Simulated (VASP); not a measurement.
# TaN (P6/mmm) in VASP: a series of runs, part 2 of 2

VASP 6.6.1. The steps go on from the part before.

## 4. Single point, PBEsol (strain +0.080 along x and y, +0.080 along z)

Contents of INCAR:

```
PREC = Accurate
ENCUT = 520
EDIFF = 1E-7
ISMEAR = 0
SIGMA = 0.15
LREAL = False
LASPH = True
NELM = 100
ALGO = Normal
ISIF = 2
LWAVE = False
LCHARG = False
GGA = PS
NBANDS = 33
```

Contents of KPOINTS:

```
regular mesh
0
Gamma
  12 12 16
```

Contents of POSCAR:

```
TaN
1.0
    5.6214965660      0.0000000000      0.0000000000
   -2.8107482830      4.8683588335      0.0000000000
    0.0000000000      0.0000000000      3.1358743860
Ta N
3 3
Direct
    0.0000000000      0.0000000000      0.0000000000
    0.3333333333      0.6666666667      0.5000000000
    0.6666666667      0.3333333333      0.5000000000
    0.5000000000      0.0000000000      0.0000000000
    0.5000000000      0.5000000000      0.0000000000
    0.0000000000      0.5000000000      0.0000000000
```

Potentials or basis: VASP PAW PBE potentials, release 64 (Ta_pv, N).

Command:

```
cat potpaw_PBE.64/Ta_pv/POTCAR potpaw_PBE.64/N/POTCAR > POTCAR
mpirun -np 1 vasp_std > vasp.out
```

OUTCAR:

```text
PREC = Accurate
   ENCUT = 520
   EDIFF = 1E-7
   ISMEAR = 0
   LREAL = False
   LASPH = True
   NELM = 100
   ISIF = 2
   GGA = PS

 ion  position               nearest neighbor table
   1  0.000  0.000  0.000-   2 3.60   3 3.60   2 3.60   3 3.60   3 3.60   3 3.60   2 3.60   2 3.60
                             3 3.60   3 3.60   2 3.60   2 3.60
   2  0.333  0.667  0.500-   6 2.26   6 2.26   4 2.26   4 2.26   5 2.26   5 2.26   3 3.25   3 3.25
                             3 3.25   1 3.60   1 3.60   1 3.60   1 3.60   1 3.60   1 3.60
   3  0.667  0.333  0.500-   6 2.26   6 2.26   4 2.26   4 2.26   5 2.26   5 2.26   2 3.25   2 3.25
                             2 3.25   1 3.60   1 3.60   1 3.60   1 3.60   1 3.60   1 3.60
   4  0.500  0.000  0.000-   2 2.26   3 2.26   2 2.26   3 2.26
   5  0.500  0.500  0.000-   2 2.26   3 2.26   2 2.26   3 2.26
   6  0.000  0.500  0.000-   2 2.26   3 2.26   2 2.26   3 2.26

  LATTYP: Found a hexagonal cell.
 ALAT       =     5.6214965660
 C/A-ratio  =     0.5578362184

  Lattice vectors:

 A1 = (   5.6214965660,   0.0000000000,   0.0000000000)
 A2 = (  -2.8107482830,   4.8683588335,   0.0000000000)
 A3 = (   0.0000000000,   0.0000000000,   3.1358743860)

Analysis of symmetry for initial positions (statically):
=====================================================================
 Subroutine PRICEL returns:
 Original cell was already a primitive cell.

 Routine SETGRP: Setting up the symmetry group for a
 hexagonal supercell.

 Subroutine GETGRP returns: Found 24 space group operations
 (whereof 24 operations were pure point group operations)
 out of a pool of 24 trial point group operations.

The static configuration has the point symmetry D_6h.

Analysis of symmetry for dynamics (positions and initial velocities):
=====================================================================
 Subroutine PRICEL returns:
 Original cell was already a primitive cell.

 Routine SETGRP: Setting up the symmetry group for a
 hexagonal supercell.

 Subroutine GETGRP returns: Found 24 space group operations
 (whereof 24 operations were pure point group operations)
[... 134 lines left out ...]
   LORBIT       =      0    0 simple, 1 ext, 2 COOP (PROOUT), +10 PAW based schemes
   GGA     = PS    functional components
   LHFCALC =     F    Hartree Fock is set to
   AEXX    =    0.0000 exact exchange contribution
   IVDW    =     0    specifies the selected vdW correction
   LEPSILON=     F    determine dielectric tensor
   LRPA    =     F    only Hartree local field effects (RPA)
 non-spin polarized calculation
 Gauss-broadening in eV      SIGMA  =   0.15
  energy-cutoff  :      520.00
  volume of cell :       85.82
 maximum number of plane-waves:      2364
 NGX is ok and might be reduce to    42
   NGX = 21   NGY = 21   NGZ = 11

 number of electron      48.0000014 magnetization

 Free energy of the ion-electron system (eV)
  ---------------------------------------------------
  ext. energy  EPLUGINS =         0.00000000
  ---------------------------------------------------
  free energy    TOTEN  =       -65.72251039 eV

  energy without entropy =      -65.71088495  energy(sigma->0) =      -65.71669767

 E-fermi :   5.6912     XC(G=0): -11.9802

 val. band max:        5.6781595487   @ k =   0.0833   0.0833   0.1875
 cond. band min:       5.7172665759   @ k =   0.1667  -0.0000   0.2500
 fundamental gap:      0.0391070273
 Fermi energy:         5.6912054634

 k-point     1 :       0.0000    0.0000    0.0000
  band No.  band energies     occupation
      1     -30.6449      2.00000
      2     -30.6449      2.00000
      3     -30.4672      2.00000
      4     -30.4672      2.00000
      5     -30.3218      2.00000
      6     -30.2735      2.00000
[... 853 lines left out ...]
     32       7.9614      0.00000
     33       8.2871      0.00000

 [... further k-points ...]

------------------------ aborting loop because EDIFF is reached ----------------------------------------

  FORCE on cell =-STRESS in cart. coord.  units (eV):
  Direction    XX          YY          ZZ          XY          YZ          ZX
  --------------------------------------------------------------------------------------
  -------------------------------------------------------------------------------------
  Total      -20.8690696    -20.8690696    -29.9275419      0.0000000      0.0000000      0.0000000
  in kB     -389.6013744   -389.6013744   -558.7125685      0.0000000      0.0000000      0.0000000
  external PRESSURE =    -445.9717724 kB  Pullay stress =       0.0000000 kB

 VOLUME and BASIS-vectors are now :
 -----------------------------------------------------------------------------
  energy-cutoff  :      520.00
  volume of cell :       85.82
      direct lattice vectors                 reciprocal lattice vectors
     5.621496566  0.000000000  0.000000000     0.177888573  0.102704015  0.000000000
    -2.810748283  4.868358834  0.000000000     0.000000000  0.205408031  0.000000000
     0.000000000  0.000000000  3.135874386     0.000000000  0.000000000  0.318890324

 POSITION                                       TOTAL-FORCE (eV/Angst)
 -----------------------------------------------------------------------------------
      0.00000      0.00000      0.00000        -0.000000      0.000000      0.000000
     -0.00000      3.24557      1.56794         0.000000     -0.000000      0.000000
      2.81075      1.62279      1.56794        -0.000000      0.000000     -0.000000
      2.81075      0.00000      0.00000        -0.000000      0.000000      0.000000
      1.40537      2.43418      0.00000        -0.000000      0.000000      0.000000
     -1.40537      2.43418      0.00000        -0.000000      0.000000      0.000000
 -----------------------------------------------------------------------------------
    total drift:                                0.000000      0.000000     -0.000000

  FREE ENERGIE OF THE ION-ELECTRON SYSTEM (eV)
  ---------------------------------------------------
  free  energy   TOTEN  =       -65.7225103947 eV

  energy  without entropy=      -65.7108849482  energy(sigma->0) =      -65.71669767
```

OSZICAR:

```text
N       E                     dE             d eps       ncg     rms          rms(c)
DAV:   1     0.417089282555E+03    0.41709E+03   -0.25729E+04 11294   0.146E+03
DAV:   2    -0.483864303331E+02   -0.46548E+03   -0.44505E+03 13125   0.419E+02
DAV:   3    -0.759701585853E+02   -0.27584E+02   -0.26932E+02 14141   0.953E+01
DAV:   4    -0.766698501665E+02   -0.69969E+00   -0.69083E+00 14790   0.143E+01
DAV:   5    -0.766881520007E+02   -0.18302E-01   -0.18269E-01 14390   0.184E+00    0.300E+01
DAV:   6    -0.669872051301E+02    0.97009E+01   -0.61145E+01 14592   0.368E+01    0.131E+01
DAV:   7    -0.660370291565E+02    0.95018E+00   -0.59811E+00 15319   0.145E+01    0.757E+00
DAV:   8    -0.658230401063E+02    0.21399E+00   -0.11754E+00 15223   0.534E+00    0.405E+00
DAV:   9    -0.657247204722E+02    0.98320E-01   -0.26343E-01 14661   0.381E+00    0.578E-01
DAV:  10    -0.657227689171E+02    0.19516E-02   -0.25366E-02 14650   0.812E-01    0.270E-01
DAV:  11    -0.657225271855E+02    0.24173E-03   -0.16350E-03 14715   0.275E-01    0.551E-02
DAV:  12    -0.657225112318E+02    0.15954E-04   -0.15310E-04 15433   0.726E-02    0.204E-02
DAV:  13    -0.657225107430E+02    0.48885E-06   -0.13207E-05 14454   0.214E-02    0.515E-03
DAV:  14    -0.657225105332E+02    0.20982E-06   -0.17258E-06 15518   0.701E-03    0.173E-03
DAV:  15    -0.657225104085E+02    0.12470E-06   -0.21513E-07 11465   0.284E-03    0.471E-04
DAV:  16    -0.657225103947E+02    0.13751E-07   -0.15977E-08  8129   0.842E-04
   1 F= -.65722510E+02 E0= -.65716698E+02  d E =-.116254E-01
```

It took 3.3 min on 1 thread of Intel Xeon 6975P-C (Granite Rapids), shared host; peak memory 0.47 GiB.

Results:

* Free energy: -65.7225 eV
* Pressure: -44.6 GPa
* Band gap on the k mesh: zero (bands 24 and 25 overlap by 1.52 eV)

Stress tensor (GPa, compression positive):
```
-38.96   0.00   0.00
  0.00 -38.96   0.00
  0.00   0.00 -55.87
```

Caveat: the cell differs from its parent crystal (strain +0.080 along x and y, +0.080 along z); the cell stands under tension; the PAW data sets were made with another functional, which shifts forces and pressure a little; spin-orbit coupling is left out, which moves the levels of the heavy elements.

## 5. Overview

```tsv
cell	gap on the mesh (eV)	pressure (GPa)
a = 5.413, b = 5.413, c = 3.136 Å, angles 90.0, 90.0, 120.0°, 6 atoms	none	-36.9
a = 5.621, b = 5.621, c = 3.020 Å, angles 90.0, 90.0, 120.0°, 6 atoms	none	-38.7
a = 5.621, b = 5.621, c = 3.136 Å, angles 90.0, 90.0, 120.0°, 6 atoms	none	-44.6
```

Alike in all rows: task single point; level PBEsol; potentials or basis VASP PAW PBE potentials, release 64 (Ta_pv, N); no spin polarisation; k mesh 12 × 12 × 16; cutoff (eV) 520; smearing gaussian 0.15 eV.

Caveats: the cell stands under tension; the PAW data sets were made with another functional, which shifts forces and pressure a little; spin-orbit coupling is left out, which moves the levels of the heavy elements.

Absolute energies hang on the potentials; compare differences alone.
